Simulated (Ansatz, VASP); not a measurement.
## CdS: VASP beside Ansatz

File INCAR:

```
SYSTEM = CdS
PREC = Accurate ; ENCUT = 520
EDIFF = 1E-6 ; ISMEAR = -1
SIGMA = 0.03 ; LREAL = .False.
LASPH = .True. ; NELM = 80
ALGO = Normal ; ISIF = 2
LWAVE = .False. ; LCHARG = .True.
GGA = PE ; LELF = .True.
LVHAR = .True. ; NBANDS = 16
```

The input KPOINTS:

```
Automatic mesh
0
Gamma
  9 9 9
  0 0 0
```

POSCAR

```
CdS
1.0
    0.0000000000      2.9100000000      2.9100000000
    2.9100000000      0.0000000000      2.9100000000
    2.9100000000      2.9100000000      0.0000000000
Cd S
1 1
Direct
    0.0000000000      0.0000000000      0.0000000000
    0.7500000000      0.7500000000      0.7500000000
```

Input for Ansatz:

```yaml
crystal:
  lattice:
    - [0.0, 2.91, 2.91]
    - [2.91, 0.0, 2.91]
    - [2.91, 2.91, 0.0]
  atoms:
    - { symbol: Cd, position: [0.0, 0.0, 0.0] }
    - { symbol: S, position: [0.75, 0.75, 0.75] }
kpoints:
  mp_grid: { grid: [9, 9, 9] }
  band_path:
    path:
      - [0.0, 0.0, 0.0]
      - [-0.5, -0.5, 0.0]
      - [-0.375, -0.375, 0.25]
      - [-0.375, 0.0, 0.375]
      - [0.0, 0.0, 0.0]
      - [0.0, 0.0, 0.5]
      - [-0.5, -0.25, 0.25]
      - [-0.5, -0.5, 0.0]
    npoints: 5
scf:
  occupations: { method: fermi_dirac, width: 0.03 }
hamiltonian:
  xc: pbe
  pseudopotentials:
    kind: all_electron
    lapw: { basis_error: 0.0005 }
    relativity: none
output:
  forces: true
  stress: true
  eigenvalues: true
```

Alike in both runs: task single point; functional PBE; k mesh 9 × 9 × 9; occupations fermi-dirac, width 0.03 eV; no spin polarisation.

|  | VASP | Ansatz |
| --- | --- | --- |
| version | VASP 6.6.1 | Ansatz 0.2.0 |
| potentials or method | VASP PAW PBE potentials, release 64 (Cd, S), cutoff 520 eV | all-electron LAPW, non-relativistic |

```csv
,VASP,Ansatz,Ansatz less VASP
gap on the k mesh at the Fermi level (eV),1.16,1.65,+0.485
pressure (GPa),3.7,5.6,+1.89
```

One of these differences is far larger than is usual between the two programs; its cause wasn't traced. Ansatz ran all-electron here, and VASP with PAW potentials.
